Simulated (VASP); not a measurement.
A run of VASP 6.6.1 is set up as follows.

Contents of INCAR:

```
SYSTEM = Si
  PREC = Accurate
  ENCUT = 520
  EDIFF = 1E-6
  ISMEAR = 0
  SIGMA = 0.05
  LREAL = Auto
  LASPH = .TRUE.
  NELM = 100
  ALGO = Normal
  ISIF = 2
  LWAVE = .FALSE.
  LCHARG = .FALSE.
  GGA = PE
  NBANDS = 48
```

KPOINTS

```
Automatic mesh
0
G
  2 2 2
  0 0 0
```

File POSCAR:

```
Si
1.0
    0.0000000000      5.4300000000      5.4300000000
    5.4300000000      0.0000000000      5.4300000000
    5.4300000000      5.4300000000      0.0000000000
Si
17
Direct
    0.0004288214      0.0003385820      0.0005242173
    0.1250743094      0.1251873849      0.1248989871
    0.0004002762      0.0003183241      0.4987719153
    0.1219664825      0.1215403315      0.6282570902
    0.0002835175      0.4990853591      0.0003120626
    0.1216903315      0.6280884899      0.1221965930
   -0.0068620626      0.5020233886      0.5023974217
    0.1216191529      0.6280760589      0.6280318600
    0.4989605893      0.0002694291      0.0003779006
    0.6281573665      0.1214081952      0.1223415285
    0.5024180479     -0.0077539595      0.5026399632
    0.6281285451      0.1213528545      0.6280845304
    0.5018970534      0.5017418048     -0.0056990792
    0.6280709945      0.6280730203      0.1218544199
    0.5017864641      0.5016420810      0.5019065378
    0.6245837017      0.6237715470      0.6256536832
    0.3746105893      0.3738065378      0.3756315838
```

Potentials or basis: VASP PAW PBE potentials, release 64 (Si).

Command:

```bash
$ cat potpaw_PBE.64/Si/POTCAR > POTCAR
$ mpirun -np 1 vasp_std > vasp.out
```

(1) Estimate the largest force.

(2) Estimate the band gap on the k mesh.

(3) What does it give for the pressure?

Results:

(1) 0.030 eV/Å.

(2) zero (band 34 reaches 6.93 eV, above the bottom of band 35 at 6.67 eV).

(3) 5.3 GPa.

Caveat: the k points lie up to 0.50 Å⁻¹ apart.
